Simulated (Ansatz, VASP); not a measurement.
# Two plane-wave programs on Ir

```
Ir
1.0
     2.51426    0.00000    0.00000
     0.00000    2.51426    0.00000
     0.00000    0.00000    2.51426
Ir
1
Direct
  0.00000 0.00000 0.00000
```

Alike in both runs: task single point; functional RPBE; k mesh 14 × 14 × 14; occupations fermi-dirac, width 0.1 eV; no spin polarisation.

```csv
,VASP,Ansatz
version,VASP 6.6.1,Ansatz 0.2.0
potentials or method,"VASP PAW PBE potentials, release 64 (Ir), cutoff 520 eV","plane waves (420 eV) with PAW, scalar-relativistic"
valence electrons in the cell,9,17
```

Ansatz gave:

```
pressure (GPa) : 23.1
```

Which values does VASP return?

Pressure (GPa): 23.2.

VASP's potentials were made for PBE, not for RPBE. VASP's potentials hold 9 valence electrons a cell and Ansatz's 17, so a difference there can come from the potentials and not from the codes.

Spin-orbit coupling is off throughout.
